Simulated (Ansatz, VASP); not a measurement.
**Two plane-wave programs on ZnS**

```xyz
4
Lattice="3.8110 0.0000 0.0000 -1.9055 3.3004 0.0000 0.0000 0.0000 6.2340" Properties=species:S:1:pos:R:3 pbc="T T T"
Zn    1.9055    1.1001    3.1170
Zn    0.0000    2.2003    0.0000
S     1.9055    1.1001    5.5171
S     0.0000    2.2003    2.4001
```

Alike in both runs: functional revPBE; k mesh 5 × 5 × 3; occupations fermi-dirac, width 0.05 eV; no spin polarisation.

|  | VASP | Ansatz |
| --- | --- | --- |
| version | VASP 6.6.1 | Ansatz 0.2.0 |
| potentials or method | VASP PAW PBE potentials, release 64 (Zn, S) | Ansatz PAW |
| plane-wave cutoff (eV) | 520 | 420 |
| valence electrons in the cell | 36 | 36 |
| task | single point | band structure |

VASP gave:

| Item | Value |
| --- | --- |
| gap on the k mesh at the Fermi level (eV) | 2.38 |
| least direct gap on the mesh (eV) | 2.38 |
| pressure (GPa) | 4.4 |
| traceless stress, the component that is largest in VASP (GPa) | -1.53 |
| rms of the force components (eV/Å) | 0.191 |

Problem. What did Ansatz give for the same quantities?

Solution. gap on the k mesh at the Fermi level (eV): 2.37; least direct gap on the mesh (eV): 2.37; pressure (GPa): 4.3; traceless stress, the component that is largest in VASP (GPa): -1.51; rms of the force components (eV/Å): 0.189.

VASP's potentials were made for PBE, not for revPBE. Atom by atom the forces differ by 0.002 eV/Å (rms over components).
